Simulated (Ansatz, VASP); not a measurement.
**BN in VASP and in Ansatz**

```xyz
4
Lattice="2.5043 0.0000 0.0000 -1.2522 2.1688 0.0000 0.0000 0.0000 7.0191" Properties=species:S:1:pos:R:3 pbc="T T T"
B     0.0000    1.4459    1.7548
B     1.2522    0.7229    5.2643
N     0.0000    1.4459    5.2643
N     1.2522    0.7229    1.7548
```

Alike in both runs: task relaxation of cell and atoms; functional PBEsol; k mesh 12 × 12 × 4; no spin polarisation.

```csv
,VASP,Ansatz
version,VASP 6.6.1,Ansatz 0.2.0
potentials or method,"VASP PAW PBE potentials, release 64 (B, N), cutoff 600 eV","scalar-relativistic, plane waves, PAW"
occupations,"gaussian, width 0.01 eV",fixed
valence electrons in the cell,16,16
```

VASP gave:

| Property | Result |
| --- | --- |
| gap on the k mesh at the Fermi level, each at its own relaxed structure (eV) | 4.22 |
| relaxed volume (Å³/atom) | 9.34 |
| relaxed length of the cell vector where the two differ most in proportion (Å) | 6.876 |

Q: Estimate Ansatz's values.

A: gap on the k mesh at the Fermi level, each at its own relaxed structure (eV): 4.27; relaxed volume (Å³/atom): 9.55; relaxed length of the cell vector where the two differ most in proportion (Å): 7.034.

VASP's potentials were made for PBE, not for PBEsol.
